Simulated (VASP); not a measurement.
# Cd (P6_3/mmc) in VASP: notebook

Runs on Cd. Level: PBE. Tasks: single point.

Program: VASP 6.6.1. These are calculated values, not measurements. Logs are shortened: lines on timing, memory, paths and dates and some standing lists are left out, and cuts for length are marked.

## (1) The cell of the first run

Symmetry: P6_3/mmc, No. 194, hexagonal system. Conventional cell: a = 3.599 Å, b = 3.599 Å, c = 12.268 Å, α = 90.00°, β = 90.00°, γ = 120.00°. Cd (site symmetry -3m) has 12 Cd at 3.60 to 3.70 Å within 4.7 Å. Within 4.7 Å of Cd (site symmetry -6m2) lie 12 Cd at 3.60 to 3.70 Å.

## (2) Single point, PBE (Hg replaced by Cd, lengths x 1.055, strained)

File INCAR:

```
PREC = Accurate
ENCUT = 520
EDIFF = 1E-7
ISMEAR = 0
SIGMA = 0.1
LREAL = False
LASPH = True
NELM = 60
ALGO = Normal
ISIF = 2
LWAVE = False
LCHARG = False
GGA = PE
NBANDS = 32
```

File KPOINTS:

```
Automatic mesh
0
Gamma
  6 6 2
```

File POSCAR:

```
Cd
1.0
    3.5994116672      0.0000000000      0.0000000000
   -1.7997058336      3.1171819425      0.0000000000
    0.0000000000      0.0000000000     12.2683828734
Cd
4
Direct
    0.0000000000      0.0000000000      0.0000000000
    0.3333333300      0.6666666700      0.2500000000
    0.0000000000      0.0000000000      0.5000000000
    0.6666666700      0.3333333300      0.7500000000
```

Potentials or basis: VASP PAW PBE potentials, release 64 (Cd).

On the command line:

```sh
$ cat potpaw_PBE.64/Cd/POTCAR > POTCAR
$ mpirun -np 1 vasp_std > vasp.out
```

OUTCAR:

```text
PREC = Accurate
   ENCUT = 520
   EDIFF = 1E-7
   ISMEAR = 0
   LREAL = False
   LASPH = True
   NELM = 60
   ISIF = 2
   GGA = PE

 ion  position               nearest neighbor table
   1  0.000  0.000  0.000-   2 3.70   4 3.70   4 3.70   2 3.70   4 3.70   2 3.70
   2  0.333  0.667  0.250-   1 3.70   3 3.70   1 3.70   3 3.70   1 3.70   3 3.70
   3  0.000  0.000  0.500-   2 3.70   4 3.70   4 3.70   2 3.70   4 3.70   2 3.70
   4  0.667  0.333  0.750-   1 3.70   3 3.70   1 3.70   3 3.70   1 3.70   3 3.70

  LATTYP: Found a hexagonal cell.
 ALAT       =     3.5994116672
 C/A-ratio  =     3.4084411586

  Lattice vectors:

 A1 = (   3.5994116672,   0.0000000000,   0.0000000000)
 A2 = (  -1.7997058336,   3.1171819425,   0.0000000000)
 A3 = (   0.0000000000,   0.0000000000,  12.2683828734)

Analysis of symmetry for initial positions (statically):
=====================================================================
 Subroutine PRICEL returns:
 Original cell was already a primitive cell.

 Routine SETGRP: Setting up the symmetry group for a
 hexagonal supercell.

 Subroutine GETGRP returns: Found 24 space group operations
 (whereof 12 operations were pure point group operations)
 out of a pool of 24 trial point group operations.

The static configuration has the point symmetry D_3d.
 The point group associated with its full space group is D_6h.

Analysis of symmetry for dynamics (positions and initial velocities):
=====================================================================
 Subroutine PRICEL returns:
 Original cell was already a primitive cell.

 Routine SETGRP: Setting up the symmetry group for a
 hexagonal supercell.

 Subroutine GETGRP returns: Found 24 space group operations
 (whereof 12 operations were pure point group operations)
 out of a pool of 24 trial point group operations.

The dynamic configuration has the point symmetry D_3d.
 The point group associated with its full space group is D_6h.

 Subroutine INISYM returns: Found 24 space group operations
 (whereof 12 operations are pure point group operations),
 and found     1 'primitive' translations

----------------------------------------------------------------------------------------

                                     Primitive cell

  volume of cell :     137.6515

  direct lattice vectors                    reciprocal lattice vectors
     3.599411667  0.000000000  0.000000000     0.277823181  0.160401288  0.000000000
    -1.799705834  3.117181942  0.000000000     0.000000000  0.320802577  0.000000000
     0.000000000  0.000000000 12.268382873     0.000000000  0.000000000  0.081510335

  length of vectors
     3.599411667  3.599411667 12.268382873     0.320802577  0.320802577  0.081510335

  position of ions in fractional coordinates (direct lattice)
     0.000000000  0.000000000  0.000000000
     0.333333330  0.666666670  0.250000000
     0.000000000  0.000000000  0.500000000
     0.666666670  0.333333330  0.750000000

  ion indices of the primitive-cell ions
   primitive index   ion index
                 1           1
                 2           2
                 3           3
                 4           4

----------------------------------------------------------------------------------------

 KPOINTS: Automatic mesh

Automatic generation of k-mesh.
 Grid dimensions read from file:
 generate k-points for:    6    6    2

 Generating k-lattice:

  Cartesian coordinates                     Fractional coordinates (reciprocal lattice)
     0.046303864  0.026733548  0.000000000     0.166666667  0.000000000  0.000000000
     0.000000000  0.053467096  0.000000000     0.000000000  0.166666667  0.000000000
     0.000000000  0.000000000  0.040755168     0.000000000  0.000000000  0.500000000

  Length of vectors
     0.053467096  0.053467096  0.040755168

  Shift w.r.t. Gamma in fractional coordinates (k-lattice)
     0.000000000  0.000000000  0.000000000

 Subroutine IBZKPT returns following result:
 ===========================================

 Found     14 irreducible k-points:

 Following reciprocal coordinates:
            Coordinates               Weight
  0.000000  0.000000  0.000000      1.000000
  0.166667 -0.000000  0.000000      6.000000
  0.333333  0.000000  0.000000      6.000000
  0.500000  0.000000  0.000000      3.000000
  0.166667  0.166667  0.000000      6.000000
  0.333333  0.166667  0.000000     12.000000
  0.333333  0.333333  0.000000      2.000000
  0.000000  0.000000  0.500000      1.000000
  0.166667 -0.000000  0.500000      6.000000
  0.333333  0.000000  0.500000      6.000000
  0.500000  0.000000  0.500000      3.000000
  0.166667  0.166667  0.500000      6.000000
  0.333333  0.166667  0.500000     12.000000
  0.333333  0.333333  0.500000      2.000000
   k-points           NKPTS =     14   k-points in BZ     NKDIM =     14   number of bands    NBANDS=     32
   number of dos      NEDOS =    301   number of ions     NIONS =      4
   total plane-waves  NPLWV =  75264
   dimension x,y,z NGX =    28 NGY =   28 NGZ =   96
   dimension x,y,z NGXF=    56 NGYF=   56 NGZF=  192
   ions per type =               4
   NGX,Y,Z   is equivalent  to a cutoff of  12.93, 12.93, 13.01 a.u.
   NGXF,Y,Z  is equivalent  to a cutoff of  25.86, 25.86, 26.02 a.u.
 SYSTEM =  unknown system
   PREC   = accura    normal or accurate (medium, high low for compatibility)
   ISTART =      0    job   : 0-new  1-cont  2-samecut
   ICHARG =      2    charge: 1-file 2-atom 10-const
   ISPIN  =      1    spin polarized calculation?
   LNONCOLLINEAR =      F non collinear calculations
   LSORBIT =      F    spin-orbit coupling
   LASPH  =      T    aspherical Exc in radial PAW
   ENCUT  =  520.0 eV  38.22 Ry    6.18 a.u.   6.69  6.69 22.81*2*pi/ulx,y,z
   NELM   =     60;   NELMIN=  2; NELMDL= -5     # of ELM steps
   EDIFF  = 0.1E-06   stopping-criterion for ELM
   LREAL  =      F    real-space projection
   EDIFFG = 0.1E-05   stopping-criterion for IOM
   NSW    =      0    number of steps for IOM
   IBRION =     -1    ionic relax: 0-MD 1-quasi-New 2-CG
   NFREE  =      0    steps in history (QN), initial steepest desc. (CG)
   ISIF   =      2    stress and relaxation
   ISYM   =      2    0-nonsym 1-usesym 2-fastsym
   POTIM  = 0.5000    time-step for ionic-motion
   TEBEG  =    0.0;   TEEND  =   0.0 temperature during run
   PSTRESS=    0.0 pullay stress
   NELECT =      48.0000    total number of electrons
   NUPDOWN=      -1.0000    fix difference up-down
   EMIN   =  10.00;   EMAX   =-10.00  energy-range for DOS
   EFERMI =   0.00;   METHOD = LEGACY
   ISMEAR =     0;   SIGMA  =   0.10  broadening in eV -4-tet -1-fermi 0-gaus
   EFERMI_NEDOS =   21; number of points for ismear=-14 and -15
   IALGO  =     38    algorithm
   IMIX   =      4    mixing-type and parameters
     AMIX     =   0.40;   BMIX     =  1.00
     AMIX_MAG =   1.60;   BMIX_MAG =  1.00
  volume/ion in A,a.u.               =      34.41       232.23
  Fermi-wavevector in a.u.,A,eV,Ry     =   1.152289  2.177511 18.065420  1.327771
  Thomas-Fermi vector in A             =   2.288941
   LORBIT       =      0    0 simple, 1 ext, 2 COOP (PROOUT), +10 PAW based schemes
   GGA     = PE    functional components
   LHFCALC =     F    Hartree Fock is set to
   AEXX    =    0.0000 exact exchange contribution
   IVDW    =     0    specifies the selected vdW correction
   LEPSILON=     F    determine dielectric tensor
   LRPA    =     F    only Hartree local field effects (RPA)
 non-spin polarized calculation
 Gauss-broadening in eV      SIGMA  =   0.10
  energy-cutoff  :      520.00
  volume of cell :      137.65
 maximum number of plane-waves:      3741
 NGX is ok and might be reduce to    28
   NGX = 13   NGY = 13   NGZ = 45

 number of electron      47.9999996 magnetization

 Free energy of the ion-electron system (eV)
  ---------------------------------------------------
  ext. energy  EPLUGINS =         0.00000000
  ---------------------------------------------------
  free energy    TOTEN  =        -1.92334838 eV

  energy without entropy =       -1.92051259  energy(sigma->0) =       -1.92193049

 E-fermi :   0.1154     XC(G=0):  -8.7541

 val. band max:       -0.0258512852   @ k =   0.5000   0.0000   0.0000
 cond. band min:       0.1259053941   @ k =   0.3333   0.3333   0.0000
 fundamental gap:      0.1517566793
 Fermi energy:         0.1153677683

 k-point     1 :       0.0000    0.0000    0.0000
  band No.  band energies     occupation
      1      -8.1676      2.00000
      2      -8.1279      2.00000
      3      -8.1089      2.00000
      4      -8.0887      2.00000
      5      -8.0585      2.00000
      6      -8.0585      2.00000
[... 24 lines left out ...]
     31      10.2809      0.00000
     32      10.2816      0.00000

 k-point     2 :       0.1667   -0.0000    0.0000
  band No.  band energies     occupation
      1      -8.1479      2.00000
      2      -8.1149      2.00000
      3      -8.1075      2.00000
      4      -8.0683      2.00000
      5      -8.0623      2.00000
      6      -8.0461      2.00000
[... 24 lines left out ...]
     31       8.0366      0.00000
     32       9.0729      0.00000

 k-point     3 :       0.3333    0.0000    0.0000
  band No.  band energies     occupation
      1      -8.2265      2.00000
      2      -8.1719      2.00000
      3      -8.1635      2.00000
      4      -8.1372      2.00000
      5      -8.1254      2.00000
      6      -8.0809      2.00000
[... 24 lines left out ...]
     31       6.0097      0.00000
     32       6.5189      0.00000

 k-point     4 :       0.5000    0.0000    0.0000
  band No.  band energies     occupation
      1      -8.2690      2.00000
      2      -8.2038      2.00000
      3      -8.1977      2.00000
      4      -8.1871      2.00000
      5      -8.1778      2.00000
      6      -8.1187      2.00000
[... 24 lines left out ...]
     31       5.9650      0.00000
     32       7.0877      0.00000

 k-point     5 :       0.1667    0.1667    0.0000
  band No.  band energies     occupation
      1      -8.1349      2.00000
      2      -8.1120      2.00000
      3      -8.1063      2.00000
      4      -8.0968      2.00000
      5      -8.0952      2.00000
      6      -8.0313      2.00000
[... 24 lines left out ...]
     31       5.6665      0.00000
     32       5.9368      0.00000

 k-point     6 :       0.3333    0.1667    0.0000
  band No.  band energies     occupation
      1      -8.1815      2.00000
      2      -8.1644      2.00000
      3      -8.1345      2.00000
      4      -8.1178      2.00000
      5      -8.0964      2.00000
      6      -8.0747      2.00000
[... 24 lines left out ...]
     31       4.4853      0.00000
     32       4.6890      0.00000

 k-point     7 :       0.3333    0.3333    0.0000
  band No.  band energies     occupation
      1      -8.1196      2.00000
      2      -8.1196      2.00000
      3      -8.1103      2.00000
      4      -8.0862      2.00000
      5      -8.0862      2.00000
      6      -8.0218      2.00000
[... 24 lines left out ...]
     31       3.8697      0.00000
     32       3.8697      0.00000

 k-point     8 :       0.0000    0.0000    0.5000
  band No.  band energies     occupation
      1      -8.1526      2.00000
      2      -8.1526      2.00000
      3      -8.0937      2.00000
      4      -8.0937      2.00000
      5      -8.0512      2.00000
      6      -8.0512      2.00000
[... 24 lines left out ...]
     31       9.8363      0.00000
     32       9.8363      0.00000

 k-point     9 :       0.1667   -0.0000    0.5000
  band No.  band energies     occupation
      1      -8.1381      2.00000
      2      -8.1381      2.00000
      3      -8.0803      2.00000
      4      -8.0803      2.00000
      5      -8.0580      2.00000
      6      -8.0580      2.00000
[... 24 lines left out ...]
     31       8.3170      0.00000
     32       8.3170      0.00000

 k-point    10 :       0.3333    0.0000    0.5000
  band No.  band energies     occupation
      1      -8.2100      2.00000
      2      -8.2100      2.00000
      3      -8.1262      2.00000
      4      -8.1262      2.00000
      5      -8.1035      2.00000
      6      -8.1035      2.00000
[... 24 lines left out ...]
     31       6.8242      0.00000
     32       6.8242      0.00000

 k-point    11 :       0.5000    0.0000    0.5000
  band No.  band energies     occupation
      1      -8.2467      2.00000
      2      -8.2467      2.00000
      3      -8.1661      2.00000
      4      -8.1661      2.00000
      5      -8.1565      2.00000
      6      -8.1565      2.00000
[... 24 lines left out ...]
     31       6.1205      0.00000
     32       6.1205      0.00000

 k-point    12 :       0.1667    0.1667    0.5000
  band No.  band energies     occupation
      1      -8.1184      2.00000
      2      -8.1184      2.00000
      3      -8.1141      2.00000
      4      -8.1141      2.00000
      5      -8.0508      2.00000
      6      -8.0508      2.00000
[... 24 lines left out ...]
     31       6.5114      0.00000
     32       6.5114      0.00000

 k-point    13 :       0.3333    0.1667    0.5000
  band No.  band energies     occupation
      1      -8.1688      2.00000
      2      -8.1688      2.00000
      3      -8.1262      2.00000
      4      -8.1262      2.00000
      5      -8.0897      2.00000
      6      -8.0897      2.00000
[... 24 lines left out ...]
     31       4.6796      0.00000
     32       4.6796      0.00000

 k-point    14 :       0.3333    0.3333    0.5000
  band No.  band energies     occupation
      1      -8.1462      2.00000
      2      -8.1462      2.00000
      3      -8.0798      2.00000
      4      -8.0798      2.00000
      5      -8.0144      2.00000
      6      -8.0144      2.00000
[... 24 lines left out ...]
     31       2.7617      0.00000
     32       2.7617      0.00000

------------------------ aborting loop because EDIFF is reached ----------------------------------------

  FORCE on cell =-STRESS in cart. coord.  units (eV):
  Direction    XX          YY          ZZ          XY          YZ          ZX
  --------------------------------------------------------------------------------------
  -------------------------------------------------------------------------------------
  Total       -3.9875064     -3.9875064     -2.5316237      0.0000000      0.0000000      0.0000000
  in kB      -46.4120742    -46.4120742    -29.4665125      0.0000000      0.0000000      0.0000000
  external PRESSURE =     -40.7635536 kB  Pullay stress =       0.0000000 kB

 VOLUME and BASIS-vectors are now :
 -----------------------------------------------------------------------------
  energy-cutoff  :      520.00
  volume of cell :      137.65
      direct lattice vectors                 reciprocal lattice vectors
     3.599411667  0.000000000  0.000000000     0.277823181  0.160401288  0.000000000
    -1.799705834  3.117181942  0.000000000     0.000000000  0.320802577  0.000000000
     0.000000000  0.000000000 12.268382873     0.000000000  0.000000000  0.081510335

 POSITION                                       TOTAL-FORCE (eV/Angst)
 -----------------------------------------------------------------------------------
      0.00000      0.00000      0.00000         0.000000      0.000000      0.000000
     -0.00000      2.07812      3.06710         0.000000     -0.000000      0.000000
      0.00000      0.00000      6.13419         0.000000      0.000000      0.000000
      1.79971      1.03906      9.20129        -0.000000      0.000000     -0.000000
 -----------------------------------------------------------------------------------
    total drift:                               -0.000000      0.000000      0.000000

  FREE ENERGIE OF THE ION-ELECTRON SYSTEM (eV)
  ---------------------------------------------------
  free  energy   TOTEN  =        -1.9233483809 eV

  energy  without entropy=       -1.9205125899  energy(sigma->0) =       -1.92193049
```

Wall time 39 s (1 thread of Intel Xeon 6975P-C (Granite Rapids), shared host); peak memory 0.26 GiB.

What came out:

```
Free energy            : -1.9233 eV
Pressure               : -4.1 GPa
Band gap on the k mesh : zero (bands 24 and 25 overlap by 0.93 eV)
```

Stress tensor (GPa, compression positive):
```
-4.64  0.00  0.00
 0.00 -4.64  0.00
 0.00  0.00 -2.95
```

Caveat: the cell differs from its parent crystal (Hg replaced by Cd, lengths x 1.055, strained); the cell stands under tension.

## (3) Single point, PBE (Hg replaced by Cd, lengths x 1.055, strained)

File INCAR:

```
ALGO = Fast
EDIFF = 1E-7
ENCUT = 520
GGA = PE
ISIF = 2
ISMEAR = 0
LASPH = True
LCHARG = False
LREAL = False
LWAVE = False
NBANDS = 32
NELM = 100
PREC = Accurate
SIGMA = 0.1
```

File KPOINTS:

```
k-points
0
Gamma
  15 15 4
```

POSCAR is that of step 2.

Potentials or basis: VASP PAW PBE potentials, release 64 (Cd).

On the command line:

```sh
$ cat potpaw_PBE.64/Cd/POTCAR > POTCAR
$ mpirun -np 1 vasp_std > vasp.out
```

Wall time 3.9 min (1 thread of Intel Xeon 6975P-C (Granite Rapids), shared host); peak memory 0.42 GiB.

Results (log left out):

* Free energy: -1.9047 eV
* Pressure: -3.7 GPa
* Band gap on the k mesh: zero (bands 24 and 25 overlap by 1.20 eV)

Stress tensor (GPa, compression positive):
```
-3.63  0.00  0.00
 0.00 -3.63  0.00
 0.00  0.00 -3.73
```

Levels at points of the mesh, in eV from the Fermi level:
```tsv
k point	band 22	band 23	band 24	band 25	band 26	band 27
(0.00, 0.00, 0.00)	-4.83	-4.82	-1.99	-0.83	4.11	4.11
(0.00, 0.00, 0.50)	-5.65	-3.45	-3.45	1.16	1.16	7.45
```

Caveat: the cell differs from its parent crystal (Hg replaced by Cd, lengths x 1.055, strained); the cell stands under tension.
